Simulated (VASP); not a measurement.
Set up this calculation in VASP 6.6.1, as the native input.

```yaml
Task: single point
Functional: PBE
Potentials_or_basis: VASP PAW PBE potentials, release 64 (Sc_sv, Br)
Cutoff: 520 eV
k_mesh: 18 × 18 × 14
Occupations: gaussian, width 0.1 eV
Spin: no spin polarisation
Dipole_correction: no
Further_INCAR_settings: ALGO = Normal; EDIFF = 1e-06; NBANDS = 16
```

The structure of ScBr lies in POSCAR:

```
ScBr
1.0
    3.4984920650      0.0000000000      0.0000000000
   -1.7492460325      3.0297830032      0.0000000000
    0.0000000000      0.0000000000      4.0188734050
Sc Br
1 1
Direct
    0.6666666667      0.3333333333      0.0000000000
    0.0000000000      0.0000000000      0.5000000000
```

One way to write it, as run:

INCAR

```
PREC = Accurate
ENCUT = 520
EDIFF = 1E-6
ISMEAR = 0
SIGMA = 0.1
LREAL = False
LASPH = True
NELM = 80
ALGO = Normal
ISIF = 2
LWAVE = False
LCHARG = True
GGA = PE
LELF = True
LVHAR = True
NBANDS = 16
```

KPOINTS

```
Automatic mesh
0
Gamma
  18 18 14
```

Potentials or basis: VASP PAW PBE potentials, release 64 (Sc_sv, Br).

Run with:

```sh
$ cat potpaw_PBE.64/Sc_sv/POTCAR potpaw_PBE.64/Br/POTCAR > POTCAR
$ mpirun -np 1 vasp_std > vasp.out
```

It gave:

```json
{"Pressure": "0.1 GPa", "Band gap on the k mesh": "zero (bands 9 and 10 overlap by 0.17 eV)"}
```

Wall time 3.5 min on 1 thread of Intel Xeon 8259CL, with other jobs on the host, peak memory 0.33 GiB.
